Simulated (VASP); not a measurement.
# KCdCO3F (P-6m2) in VASP: further runs

The runs below take KCdCO3F through single point, relaxation of cell and atoms, with PBEsol.

Everything below comes from runs of VASP 6.6.1. Logs are shortened: lines on timing, memory, paths and dates and some standing lists are left out, and cuts for length are marked.

**1. The cell of the first run**

Symmetry: P-6m2, No. 187, hexagonal system. The conventional cell has a = 5.039 Å, b = 5.039 Å, c = 4.415 Å, α = 90.00°, β = 90.00°, γ = 120.00°. K (site symmetry -6m2) has 6 O at 2.74 Å and 3 F at 2.91 Å and 6 Cd at 3.65 Å and 6 C at 3.65 Å within 3.7 Å. Within 3.0 Å of Cd (site symmetry -6m2) lie 2 F at 2.21 Å and 6 O at 2.53 Å and 3 C at 2.91 Å. C (site symmetry -6m2) has 3 O at 1.29 Å within 1.7 Å. O (site symmetry mm2) has 1 C at 1.29 Å within 1.7 Å. F (site symmetry -6m2) has 2 Cd at 2.21 Å and 3 K at 2.91 Å within 3.0 Å.

**2. Single point, PBEsol**

File INCAR:

```
  PREC = Accurate
  ENCUT = 520
  EDIFF = 1E-7
  ISMEAR = 0
  SIGMA = 0.02
  LREAL = F
  LASPH = T
  NELM = 100
  ALGO = Normal
  ISIF = 2
  LWAVE = F
  LCHARG = F
  GGA = PS
  NBANDS = 34
```

File KPOINTS:

```
Automatic mesh
0
Gamma
  6 6 6
```

File POSCAR:

```
KCdCO3F
1.0
    5.0391448504      0.0000000000      0.0000000000
   -2.5195724252      4.3640274538      0.0000000000
    0.0000000000      0.0000000000      4.4151271420
K Cd C O F
1 1 1 3 1
Direct
    0.0000000000      0.0000000000      0.0000000000
    0.6666666667      0.3333333333      0.5000000000
    0.3333333333      0.6666666667      0.5000000000
    0.1858668169      0.3717336337      0.5000000000
    0.1858668169      0.8141331831      0.5000000000
    0.6282663663      0.8141331831      0.5000000000
    0.6666666667      0.3333333333      0.0000000000
```

Potentials or basis: VASP PAW PBE potentials, release 64 (K_sv, Cd, C, O, F).

Started as:

```console
> cat potpaw_PBE.64/K_sv/POTCAR potpaw_PBE.64/Cd/POTCAR potpaw_PBE.64/C/POTCAR potpaw_PBE.64/O/POTCAR potpaw_PBE.64/F/POTCAR > POTCAR
> mpirun -np 1 vasp_std > vasp.out
```

OUTCAR:

```text
PREC = Accurate
   ENCUT = 520
   EDIFF = 1E-7
   ISMEAR = 0
   LREAL = F
   LASPH = T
   NELM = 100
   ISIF = 2
   GGA = PS

 ion  position               nearest neighbor table
   1  0.000  0.000  0.000-   6 2.74   6 2.74   4 2.74   4 2.74   5 2.74   5 2.74   2 3.65   2 3.65
                             2 3.65   2 3.65   2 3.65   2 3.65
   2  0.667  0.333  0.500-   7 2.21   7 2.21   4 2.53   4 2.53   5 2.53   6 2.53   6 2.53   5 2.53
                             3 2.91   3 2.91   3 2.91   1 3.65   1 3.65   1 3.65   1 3.65   1 3.65
   3  0.333  0.667  0.500-   5 1.29   6 1.29   4 1.29   2 2.91   2 2.91   2 2.91
   4  0.186  0.372  0.500-   3 1.29   2 2.53   2 2.53   1 2.74   1 2.74
   5  0.186  0.814  0.500-   3 1.29   2 2.53   2 2.53   1 2.74   1 2.74
   6  0.628  0.814  0.500-   3 1.29   2 2.53   2 2.53   1 2.74   1 2.74
   7  0.667  0.333  0.000-   2 2.21   2 2.21

  LATTYP: Found a hexagonal cell.
 ALAT       =     5.0391448504
 C/A-ratio  =     0.8761659514

  Lattice vectors:

 A1 = (   5.0391448504,   0.0000000000,   0.0000000000)
 A2 = (  -2.5195724252,   4.3640274538,   0.0000000000)
 A3 = (   0.0000000000,   0.0000000000,   4.4151271420)

Analysis of symmetry for initial positions (statically):
=====================================================================
 Subroutine PRICEL returns:
 Original cell was already a primitive cell.

 Routine SETGRP: Setting up the symmetry group for a
 hexagonal supercell.

 Subroutine GETGRP returns: Found 12 space group operations
 (whereof 12 operations were pure point group operations)
 out of a pool of 24 trial point group operations.

The static configuration has the point symmetry D_3h.

Analysis of symmetry for dynamics (positions and initial velocities):
=====================================================================
 Subroutine PRICEL returns:
 Original cell was already a primitive cell.

 Routine SETGRP: Setting up the symmetry group for a
 hexagonal supercell.

 Subroutine GETGRP returns: Found 12 space group operations
 (whereof 12 operations were pure point group operations)
 out of a pool of 24 trial point group operations.

The dynamic configuration has the point symmetry D_3h.

 Subroutine INISYM returns: Found 12 space group operations
 (whereof 12 operations are pure point group operations),
 and found     1 'primitive' translations

----------------------------------------------------------------------------------------

                                     Primitive cell

  volume of cell :      97.0929

  direct lattice vectors                    reciprocal lattice vectors
     5.039144850  0.000000000  0.000000000     0.198446369  0.114573065  0.000000000
    -2.519572425  4.364027454  0.000000000     0.000000000  0.229146129  0.000000000
     0.000000000  0.000000000  4.415127142     0.000000000  0.000000000  0.226494044

  length of vectors
     5.039144850  5.039144850  4.415127142     0.229146129  0.229146129  0.226494044

  position of ions in fractional coordinates (direct lattice)
     0.000000000  0.000000000  0.000000000
     0.666666667  0.333333333  0.500000000
     0.333333333  0.666666667  0.500000000
     0.185866817  0.371733634  0.500000000
     0.185866817  0.814133183  0.500000000
     0.628266366  0.814133183  0.500000000
     0.666666667  0.333333333  0.000000000

  ion indices of the primitive-cell ions
   primitive index   ion index
                 1           1
                 2           2
                 3           3
                 4           4
                 5           5
                 6           6
                 7           7

----------------------------------------------------------------------------------------

 KPOINTS: Automatic mesh

Automatic generation of k-mesh.
 Grid dimensions read from file:
 generate k-points for:    6    6    6

 Generating k-lattice:

  Cartesian coordinates                     Fractional coordinates (reciprocal lattice)
     0.033074395  0.019095511  0.000000000     0.166666667 -0.000000000  0.000000000
     0.000000000  0.038191022  0.000000000     0.000000000  0.166666667  0.000000000
     0.000000000  0.000000000  0.037749007     0.000000000  0.000000000  0.166666667

  Length of vectors
     0.038191022  0.038191022  0.037749007

  Shift w.r.t. Gamma in fractional coordinates (k-lattice)
     0.000000000  0.000000000  0.000000000

 Subroutine IBZKPT returns following result:
 ===========================================

 Found     28 irreducible k-points:

 Following reciprocal coordinates:
            Coordinates               Weight
  0.000000  0.000000  0.000000      1.000000
  0.166667 -0.000000  0.000000      6.000000
  0.333333  0.000000  0.000000      6.000000
  0.500000  0.000000  0.000000      3.000000
  0.166667  0.166667  0.000000      6.000000
  0.333333  0.166667  0.000000     12.000000
[... 16 lines left out ...]
  0.166667 -0.000000  0.500000      6.000000
  0.333333  0.000000  0.500000      6.000000
 [... further k-points ...]
   k-points           NKPTS =     28   k-points in BZ     NKDIM =     28   number of bands    NBANDS=     34
   number of dos      NEDOS =    301   number of ions     NIONS =      7
   total plane-waves  NPLWV =  57600
   dimension x,y,z NGX =    40 NGY =   40 NGZ =   36
   dimension x,y,z NGXF=    80 NGYF=   80 NGZF=   72
   ions per type =               1   1   1   3   1
   NGX,Y,Z   is equivalent  to a cutoff of  13.20, 13.20, 13.56 a.u.
   NGXF,Y,Z  is equivalent  to a cutoff of  26.39, 26.39, 27.11 a.u.
 SYSTEM =  unknown system
   PREC   = accura    normal or accurate (medium, high low for compatibility)
   ISTART =      0    job   : 0-new  1-cont  2-samecut
   ICHARG =      2    charge: 1-file 2-atom 10-const
   ISPIN  =      1    spin polarized calculation?
   LNONCOLLINEAR =      F non collinear calculations
   LSORBIT =      F    spin-orbit coupling
   LASPH  =      T    aspherical Exc in radial PAW
   ENCUT  =  520.0 eV  38.22 Ry    6.18 a.u.   9.37  9.37  8.21*2*pi/ulx,y,z
   NELM   =    100;   NELMIN=  2; NELMDL= -5     # of ELM steps
   EDIFF  = 0.1E-06   stopping-criterion for ELM
   LREAL  =      F    real-space projection
   EDIFFG = 0.1E-05   stopping-criterion for IOM
   NSW    =      0    number of steps for IOM
   IBRION =     -1    ionic relax: 0-MD 1-quasi-New 2-CG
   NFREE  =      0    steps in history (QN), initial steepest desc. (CG)
   ISIF   =      2    stress and relaxation
   ISYM   =      2    0-nonsym 1-usesym 2-fastsym
   POTIM  = 0.5000    time-step for ionic-motion
   TEBEG  =    0.0;   TEEND  =   0.0 temperature during run
   PSTRESS=    0.0 pullay stress
   NELECT =      50.0000    total number of electrons
   NUPDOWN=      -1.0000    fix difference up-down
   EMIN   =  10.00;   EMAX   =-10.00  energy-range for DOS
   EFERMI =   0.00;   METHOD = LEGACY
   ISMEAR =     0;   SIGMA  =   0.02  broadening in eV -4-tet -1-fermi 0-gaus
   EFERMI_NEDOS =   21; number of points for ismear=-14 and -15
   IALGO  =     38    algorithm
   IMIX   =      4    mixing-type and parameters
     AMIX     =   0.40;   BMIX     =  1.00
     AMIX_MAG =   1.60;   BMIX_MAG =  1.00
  volume/ion in A,a.u.               =      13.87        93.60
  Fermi-wavevector in a.u.,A,eV,Ry     =   1.312207  2.479712 23.427695  1.721887
  Thomas-Fermi vector in A             =   2.442615
   LORBIT       =      0    0 simple, 1 ext, 2 COOP (PROOUT), +10 PAW based schemes
   GGA     = PS    functional components
   LHFCALC =     F    Hartree Fock is set to
   AEXX    =    0.0000 exact exchange contribution
   IVDW    =     0    specifies the selected vdW correction
   LEPSILON=     F    determine dielectric tensor
   LRPA    =     F    only Hartree local field effects (RPA)
 non-spin polarized calculation
 Gauss-broadening in eV      SIGMA  =   0.02
  energy-cutoff  :      520.00
  volume of cell :       97.09
 maximum number of plane-waves:      2640
 NGX is ok and might be reduce to    40
   NGX = 19   NGY = 19   NGZ = 17

 number of electron      49.9999994 magnetization

 Free energy of the ion-electron system (eV)
  ---------------------------------------------------
  ext. energy  EPLUGINS =         0.00000000
  ---------------------------------------------------
  free energy    TOTEN  =       -41.78777795 eV

  energy without entropy =      -41.78777795  energy(sigma->0) =      -41.78777795

 E-fermi :   0.2752     XC(G=0):  -9.7108

 val. band max:        0.0888456204   @ k =   0.0000   0.0000   0.5000
 cond. band min:       1.9765669841   @ k =   0.0000   0.0000   0.0000
 fundamental gap:      1.8877213637
 Fermi energy:         0.2751524108

 k-point     1 :       0.0000    0.0000    0.0000
  band No.  band energies     occupation
      1     -27.3421      2.00000
      2     -21.8613      2.00000
      3     -21.5417      2.00000
      4     -18.5087      2.00000
      5     -18.5087      2.00000
      6     -10.9778      2.00000
[... 26 lines left out ...]
     33      10.5427      0.00000
     34      11.3345      0.00000

 k-point     2 :       0.1667   -0.0000    0.0000
  band No.  band energies     occupation
      1     -27.3409      2.00000
      2     -21.8445      2.00000
      3     -21.5475      2.00000
      4     -18.5380      2.00000
      5     -18.5077      2.00000
      6     -10.9815      2.00000
[... 26 lines left out ...]
     33      10.5741      0.00000
     34      10.5766      0.00000

 k-point     3 :       0.3333    0.0000    0.0000
  band No.  band energies     occupation
      1     -27.3384      2.00000
      2     -21.8071      2.00000
      3     -21.5624      2.00000
      4     -18.5965      2.00000
      5     -18.5059      2.00000
      6     -10.9873      2.00000
[... 26 lines left out ...]
     33      10.3074      0.00000
     34      10.6476      0.00000
[... 704 lines left out ...]
 k-point    23 :       0.1667   -0.0000    0.5000
  band No.  band energies     occupation
      1     -27.3310      2.00000
      2     -21.8315      2.00000
      3     -21.4843      2.00000
      4     -18.5389      2.00000
      5     -18.4977      2.00000
      6     -11.1329      2.00000
[... 26 lines left out ...]
     33      10.2764      0.00000
     34      11.5851      0.00000

 k-point    24 :       0.3333    0.0000    0.5000
  band No.  band energies     occupation
      1     -27.3293      2.00000
      2     -21.7932      2.00000
      3     -21.4889      2.00000
      4     -18.6188      2.00000
      5     -18.4955      2.00000
      6     -11.0487      2.00000
[... 26 lines left out ...]
     33      10.5390      0.00000
     34      10.9536      0.00000

 [... further k-points ...]

------------------------ aborting loop because EDIFF is reached ----------------------------------------

  FORCE on cell =-STRESS in cart. coord.  units (eV):
  Direction    XX          YY          ZZ          XY          YZ          ZX
  --------------------------------------------------------------------------------------
  -------------------------------------------------------------------------------------
  Total        0.7250235      0.7250235      0.2750298      0.0000000     -0.0000000      0.0000000
  in kB       11.9639646     11.9639646      4.5383997      0.0000000     -0.0000000      0.0000000
  external PRESSURE =       9.4887763 kB  Pullay stress =       0.0000000 kB

 VOLUME and BASIS-vectors are now :
 -----------------------------------------------------------------------------
  energy-cutoff  :      520.00
  volume of cell :       97.09
      direct lattice vectors                 reciprocal lattice vectors
     5.039144850  0.000000000  0.000000000     0.198446369  0.114573065  0.000000000
    -2.519572425  4.364027454  0.000000000     0.000000000  0.229146129  0.000000000
     0.000000000  0.000000000  4.415127142     0.000000000  0.000000000  0.226494044

 POSITION                                       TOTAL-FORCE (eV/Angst)
 -----------------------------------------------------------------------------------
      0.00000      0.00000      0.00000         0.000000     -0.000000      0.000000
      2.51957      1.45468      2.20756         0.000000     -0.000000      0.000000
     -0.00000      2.90935      2.20756         0.000000     -0.000000      0.000000
      0.00000      1.62226      2.20756        -0.000000     -0.303804      0.000000
     -1.11466      3.55290      2.20756        -0.263102      0.151902     -0.000000
      1.11466      3.55290      2.20756         0.263102      0.151902     -0.000000
      2.51957      1.45468      0.00000         0.000000     -0.000000      0.000000
 -----------------------------------------------------------------------------------
    total drift:                               -0.000005      0.000003      0.000000

  FREE ENERGIE OF THE ION-ELECTRON SYSTEM (eV)
  ---------------------------------------------------
  free  energy   TOTEN  =       -41.7877779482 eV

  energy  without entropy=      -41.7877779482  energy(sigma->0) =      -41.78777795
```

Wall time 1.9 min (1 thread of Intel Xeon Platinum 8259CL at 2.50GHz (Skylake/Cascade Lake), shared host); peak memory 0.29 GiB.

What came out:

| Quantity | Value |
| --- | --- |
| Free energy | -41.7878 eV |
| Pressure | 0.9 GPa |
| Largest force | 0.304 eV/Å |
| Band gap on the k mesh | 1.89 eV |

Forces on the atoms (eV/Å):
```
K    0.000  0.000  0.000
Cd   0.000  0.000  0.000
C    0.000  0.000  0.000
O    0.000 -0.304  0.000
O   -0.263  0.152  0.000
O    0.263  0.152  0.000
F    0.000  0.000  0.000
```

Stress tensor (GPa, compression positive):
```
1.20 0.00 0.00
0.00 1.20 0.00
0.00 0.00 0.45
```

Levels at points of the mesh, in eV from the valence-band top:
| k point | band 22 | band 23 | band 24 | band 25 | band 26 | band 27 | band 28 | band 29 |
| --- | --- | --- | --- | --- | --- | --- | --- | --- |
| (0.00, 0.00, 0.00) | -1.77 | -1.52 | -1.52 | 0.00 | 1.89 | 5.84 | 6.32 | 9.02 |
| (0.50, 0.00, 0.00) | -1.99 | -1.49 | -1.45 | -0.11 | 4.21 | 5.88 | 6.12 | 8.61 |
| (0.00, 0.00, 0.50) | -1.94 | -1.42 | -1.42 | 0.00 | 4.23 | 5.11 | 6.37 | 9.23 |
| (0.50, 0.00, 0.50) | -1.76 | -1.38 | -1.26 | -0.10 | 5.74 | 5.98 | 6.95 | 7.87 |

Caveat: the PAW data sets were made with another functional, which shifts forces and pressure a little. Expect the measured gap to be larger: semilocal functionals such as PBEsol lack the derivative discontinuity.

[end of part 1 of 2]
